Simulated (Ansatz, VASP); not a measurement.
# Two plane-wave programs on ZrC

```xyz
2
Lattice="0.0000 2.3226 2.3226 2.3226 0.0000 2.3226 2.3226 2.3226 0.0000" Properties=species:S:1:pos:R:3 pbc="T T T"
Zr    2.3226    2.3226    2.3226
C     0.0000    0.0000    0.0000
```

Alike in both runs: task single point; functional PBE; k mesh 16 × 16 × 16; occupations gaussian, width 0.1 eV; no spin polarisation.

|  | VASP | Ansatz |
| --- | --- | --- |
| version | VASP 6.6.1 | Ansatz 0.2.0 |
| potentials or method | VASP PAW PBE potentials, release 64 (Zr_sv, C), cutoff 520 eV | scalar-relativistic, plane waves, PAW |
| valence electrons in the cell | 16 | 16 |

VASP gave:

```
gap on the k mesh at the Fermi level (eV) : none
pressure (GPa)                            : 10.1
```

**Question.** Estimate Ansatz's values.

**Answer.** gap on the k mesh at the Fermi level (eV): none; pressure (GPa): 9.8.

A gap of «none» marks a metal or a gap that the smearing closes.
